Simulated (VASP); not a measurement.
## Si4Ge: single point with PBE

The system is Si4Ge.

```
CELL_PARAMETERS angstrom
2.86002 0.00000 0.00000
-1.43001 2.47685 0.00000
0.00000 0.00000 22.60588
ATOMIC_POSITIONS crystal
Si 0.33333 0.66667 0.95000
Si 0.33333 0.66667 0.15000
Si 0.33333 0.66667 0.35000
Si 0.33333 0.66667 0.55000
Si 0.66667 0.33333 0.05000
Si 0.66667 0.33333 0.45000
Si 0.66667 0.33333 0.65000
Si 0.66667 0.33333 0.85000
Ge 0.33333 0.66667 0.75000
Ge 0.66667 0.33333 0.25000
```

```yaml
Program: VASP 6.6.1
Task: single point
Functional: PBE
Potentials_or_basis: VASP PAW PBE potentials, release 64 (Si, Ge_d)
Cutoff: 520 eV
k_mesh: 6 × 6 × 1
Occupations: gaussian, width 0.1 eV
Spin: no spin polarisation
Dipole_correction: no
Further_INCAR_settings: ALGO = Normal; EDIFF = 1e-07; NBANDS = 41
```

The pressure is -2.5 GPa and the largest force is 0.582 eV/Å. The band gap on the k mesh is zero (band 30 reaches 15.92 eV, above the bottom of band 31 at 6.47 eV).

Forces on the atoms (eV/Å):
```
Si   0.000  0.000 -0.028
Si   0.000  0.000 -0.582
Si   0.000  0.000  0.582
Si   0.000  0.000  0.028
Si   0.000  0.000  0.028
Si   0.000  0.000 -0.028
Si   0.000  0.000 -0.582
Si   0.000  0.000  0.582
Ge   0.000  0.000  0.000
Ge   0.000  0.000  0.000
```

Stress tensor (GPa, compression positive):
```
  2.03   0.00   0.00
  0.00   2.03   0.00
  0.00   0.00 -11.51
```

Levels at points of the mesh, in eV from the Fermi level:
| k point | band 28 | band 29 | band 30 | band 31 | band 32 | band 33 |
| --- | --- | --- | --- | --- | --- | --- |
| (0.00, 0.00, 0.00) | 7.08 | 7.08 | 7.23 | 7.23 | 7.40 | 7.40 |
| (0.50, 0.00, 0.00) | -2.73 | -1.25 | -1.24 | -1.07 | 0.63 | 1.57 |

It took 37 s on 1 thread of Intel(R) Xeon(R) 6975P-C (Granite Rapids) (shared host), peak memory 0.28 GiB.

Caveat: the k points lie up to 0.42 Å⁻¹ apart.
